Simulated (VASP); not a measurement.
A run of VASP 6.6.1 is set up as follows.

INCAR

```
PREC     = Accurate       # precision mode
ENCUT    = 600            # plane-wave cutoff, eV
EDIFF    = 1E-6           # SCF threshold, eV
ISMEAR   = 0              # smearing method
SIGMA    = 0.15           # smearing width, eV
LREAL    = False          # projectors in reciprocal space
LASPH    = True           # aspherical terms in the spheres
NELM     = 120            # most SCF steps
ALGO     = Normal         # electronic algorithm
ISIF     = 2              # what is computed and relaxed
LWAVE    = False          # write WAVECAR
LCHARG   = False          # write CHGCAR
GGA      = PE             # functional
NBANDS   = 29             # bands
GGA_COMPAT= False
```

File KPOINTS:

```
regular mesh
0
Gamma
  4 4 4
```

File POSCAR:

```
Nb2SiO2
1.0
   -2.0482491239      2.0482491239      4.0743638487
    2.0482491239     -2.0482491239      4.0743638487
    2.0482491239      2.0482491239     -4.0743638487
Nb Si O
2 1 2
Direct
    0.7500000000      0.2500000000      0.5000000000
    0.2500000000      0.7500000000      0.5000000000
    0.5000000000      0.5000000000      0.0000000000
    0.1755376820      0.1755376820      0.0000000000
    0.8244623180      0.8244623180      0.0000000000
```

Potentials or basis: VASP PAW PBE potentials, release 64 (Nb_sv, Si, O).

Command:

```sh
$ cat potpaw_PBE.64/Nb_sv/POTCAR potpaw_PBE.64/Si/POTCAR potpaw_PBE.64/O/POTCAR > POTCAR
$ mpirun -np 1 vasp_std > vasp.out
```

Task: Predict the pressure.

Result: -0.2 GPa.

Task: What does it give for the band gap on the k mesh?

Result: Zero (bands 21 and 22 overlap by 1.59 eV).

Caveat: the k points lie up to 0.43 Å⁻¹ apart, too coarse for converged energies and pressures of a metal.
